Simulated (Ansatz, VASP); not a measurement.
# V: VASP beside Ansatz

```
V
1.0
     0.00000    2.65681    2.65681
     2.65681    0.00000    2.65681
     2.65681    2.65681    0.00000
V
2
Cartesian
  0.6642 0.6642 0.6642
  4.6494 4.6494 4.6494
```

Alike in both runs: functional PBE; k mesh 10 × 10 × 10; occupations fermi-dirac, width 0.1 eV; no spin polarisation.

Ansatz relaxed the structure, and its values are those at the end. VASP's run is a single point on that final structure, the one shown.

```csv
,VASP,Ansatz
version,VASP 6.6.1,Ansatz 0.2.0
potentials or method,"VASP PAW PBE potentials, release 64 (V_sv), cutoff 520 eV","plane waves (420 eV) with PAW, scalar-relativistic"
valence electrons in the cell,26,26
```

VASP gave:

| Property | Result |
| --- | --- |
| pressure (GPa) | 0.4 |

Problem. Which values does Ansatz return?

Solution. Pressure (GPa): 0.0.

With one functional, cell and mesh, what is left measures potentials, basis and numerics.
